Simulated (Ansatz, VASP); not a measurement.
RbAg4 in VASP and in Ansatz

```xyz
5
Lattice="5.6176 0.0000 0.0000 -2.8088 4.8650 0.0000 0.0000 0.0000 6.4877" Properties=species:S:1:pos:R:3 pbc="T T T"
Rb    0.0000    0.0000    3.2438
Ag    2.8088    0.0000    0.0000
Ag   -1.4044    2.4325    0.0000
Ag    1.4044    2.4325    0.0000
Ag    0.0000    0.0000    0.0000
```

Alike in both runs: functional PBE; k mesh 6 × 6 × 6; occupations gaussian, width 0.1 eV; no spin polarisation.

Ansatz relaxed the structure, and its values are those at the end. VASP's run is a single point on that final structure, the one shown.

|  | VASP | Ansatz |
| --- | --- | --- |
| version | VASP 6.6.1 | Ansatz 0.2.0 |
| potentials or method | VASP PAW PBE potentials, release 64 (Rb_sv, Ag), cutoff 520 eV | scalar-relativistic, plane waves, PAW |
| valence electrons in the cell | 53 | 85 |

|  | VASP | Ansatz | Ansatz less VASP |
| --- | --- | --- | --- |
| gap on the k mesh at the Fermi level (eV) | none | none | - |
| pressure (GPa) | 0.0 | 0.0 | +0.04 |

A gap of «none» marks a metal or a gap that the smearing closes. VASP's potentials hold 53 valence electrons a cell and Ansatz's 85, so a difference there can come from the potentials and not from the codes.
